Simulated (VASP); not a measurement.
Here is a VASP 6.6.1 calculation.

File POSCAR:

```
In
1.0
   -1.6542731642      1.6542731642      2.3378786880
    1.6542731642     -1.6542731642      2.3378786880
    1.6542731642      1.6542731642     -2.3378786880
In
1
Direct
    0.0000000000      0.0000000000      0.0000000000
```

The input INCAR.step1:

```
SYSTEM = In
PREC     = Accurate       ! precision mode
ENCUT    = 520            ! plane-wave cutoff, eV
ISMEAR   = 0              ! smearing method
SIGMA    = 0.1            ! smearing width, eV
LREAL    = .False.        ! projectors in reciprocal space
LASPH    = .True.         ! aspherical terms in the spheres
NELM     = 60             ! most SCF steps
NBANDS   = 12             ! bands
GGA      = PE             ! functional
ALGO     = Normal         ! electronic algorithm
EDIFF    = 1E-4           ! SCF threshold, eV
LWAVE    = .True.         ! write WAVECAR
LCHARG   = .False.        ! write CHGCAR
```

The input INCAR.step2:

```
SYSTEM = In
PREC     = Accurate       ! precision mode
ENCUT    = 520            ! plane-wave cutoff, eV
EDIFF    = 1E-6           ! SCF threshold, eV
ISMEAR   = 0              ! smearing method
SIGMA    = 0.1            ! smearing width, eV
LREAL    = .False.        ! projectors in reciprocal space
LASPH    = .True.         ! aspherical terms in the spheres
NELM     = 60             ! most SCF steps
ALGO     = Normal         ! electronic algorithm
ISIF     = 2              ! what is computed and relaxed
LWAVE    = .False.        ! write WAVECAR
LCHARG   = .False.        ! write CHGCAR
METAGGA  = R2SCAN         ! meta-GGA
LMIXTAU  = .True.       
NBANDS   = 12             ! bands
ISTART   = 1
```

KPOINTS

```
Automatic mesh
0
Gamma
  18 18 18
  0 0 0
```

Potentials or basis: VASP PAW PBE potentials, release 64 (In_d).

Run with:

```console
$ cat potpaw_PBE.64/In_d/POTCAR > POTCAR
$ cp INCAR.step1 INCAR
$ mpirun -np 1 vasp_std > vasp.out
$ cp INCAR.step2 INCAR
$ mpirun -np 1 vasp_std > vasp.out
```

**Question.** Predict the band gap on the k mesh.

**Answer.** Zero (an odd number of electrons rules out a gap without spin polarisation).

**Question.** What does it give for the pressure?

**Answer.** 1.3 GPa.

Caveat: the PAW data sets were made with another functional, which shifts forces and pressure a little; spin-orbit coupling is left out, which moves the levels of the heavy elements.
